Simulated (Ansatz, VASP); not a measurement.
# Al2Au in VASP and in Ansatz

Contents of INCAR:

```
SYSTEM = Al2Au
PREC = Accurate
ENCUT = 600
EDIFF = 1E-7
ISMEAR = -1
SIGMA = 0.1
LREAL = .False.
LASPH = .True.
NELM = 60
ALGO = Normal
ISIF = 3
LWAVE = .False.
LCHARG = .False.
GGA = CA
IBRION = 2
NSW = 80
EDIFFG = -0.01
```

Contents of KPOINTS:

```
Automatic mesh
0
Gamma
  9 9 9
  0 0 0
```

The input POSCAR:

```
Al2Au
1.0
    0.0000000000      3.0000000000      3.0000000000
    3.0000000000      0.0000000000      3.0000000000
    3.0000000000      3.0000000000      0.0000000000
Al Au
2 1
Direct
    0.2500000000      0.2500000000      0.2500000000
    0.7500000000      0.7500000000      0.7500000000
    0.0000000000      0.0000000000      0.0000000000
```

Input for Ansatz:

```yaml
crystal:
  lattice:
    - [0.0, 3.0, 3.0]
    - [3.0, 0.0, 3.0]
    - [3.0, 3.0, 0.0]
  atoms:
    - { symbol: Al, position: [0.25, 0.25, 0.25] }
    - { symbol: Al, position: [0.75, 0.75, 0.75] }
    - { symbol: Au, position: [0.0, 0.0, 0.0] }
  symmetry: { tolerance: 0.0003 }
hamiltonian:
  xc: lda
  pseudopotentials: { kind: paw, azcp: { folder: soft_1 } }
basis:
  ecutwfc: 420
magnetization:
  spin_polarized: false
scf:
  occupations: { method: fermi_dirac, width: 0.1 }
kpoints:
  mp_grid: { grid: [9, 9, 9], shift: [0, 0, 0] }
output:
  forces: true
  stress: true
  eigenvalues: true
relax:
  max_steps: 60
  cell: {}
```

Alike in both runs: task relaxation of cell and atoms; functional LDA; k mesh 9 × 9 × 9; occupations fermi-dirac, width 0.1 eV; no spin polarisation.

|  | VASP | Ansatz |
| --- | --- | --- |
| version | VASP 6.6.1 | Ansatz 0.2.0 |
| potentials or method | VASP PAW LDA potentials, release 64 (Al, Au), cutoff 600 eV | PAW plane waves |
| valence electrons in the cell | 17 | 25 |

```csv
,VASP,Ansatz,Ansatz less VASP
"gap on the k mesh at the Fermi level, each at its own relaxed structure (eV)",none,none,-
relaxed volume (Å³/atom),17.65,17.61,-0.036
relaxed cell length with the largest relative difference (Å),4.215,4.212,-0.0028
```

Ansatz warns that its potentials were made for another functional, while VASP's fit it. LDA's correlation is that of Perdew and Zunger in VASP and of Perdew and Wang (1992) in Ansatz. A gap of «none» marks a metal or a gap that the smearing closes. VASP's potentials hold 17 valence electrons a cell and Ansatz's 25, so a difference there can come from the potentials and not from the codes.

Neither program's run includes spin-orbit coupling.
